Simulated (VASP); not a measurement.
Input of a VASP 6.6.1 run:

The input INCAR:

```
PREC = Accurate ; ENCUT = 520
EDIFF = 1E-6 ; ISMEAR = -1
SIGMA = 0.05 ; LREAL = False
LASPH = True ; NELM = 150
ALGO = Normal ; ISIF = 2
LWAVE = False ; LCHARG = False
ISPIN = 2 ; MAGMOM = 4 0 0
LORBIT = 11 ; LMAXMIX = 4
GGA = PS ; NBANDS = 24
```

The input KPOINTS:

```
regular mesh
0
Gamma
  11 11 6
```

The input POSCAR:

```
MnO2
1.0
    2.8404143892      0.0000000000      0.0000000000
   -1.4202071946      2.4598710183      0.0000000000
    0.0000000000      0.0000000000      5.0455806200
Mn O
1 2
Direct
    0.0000000000      0.0000000000      0.5000000000
    0.3333333333      0.6666666667      0.6882301162
    0.6666666667      0.3333333333      0.3117698838
```

Potentials or basis: VASP PAW PBE potentials, release 64 (Mn_pv, O).

Command:

```bash
$ cat potpaw_PBE.64/Mn_pv/POTCAR potpaw_PBE.64/O/POTCAR > POTCAR
$ mpirun -np 1 vasp_std > vasp.out
```

Predict the band gap on the k mesh.

0.74 eV (least direct gap 0.78 eV).

Estimate the site moments.

Mn +2.82; O +0.05 μB.

Predict the pressure.

0.9 GPa.

Stress tensor (GPa, compression positive):
```
1.08 0.00 0.00
0.00 1.08 0.00
0.00 0.00 0.58
```

Caveat: semilocal functionals underestimate gaps, and a narrow one can read as zero; the PAW data sets were made with another functional, which shifts forces and pressure a little; a cell with one magnetic atom can't hold antiferromagnetic order, which such compounds often take. A k mesh can miss the band edges.
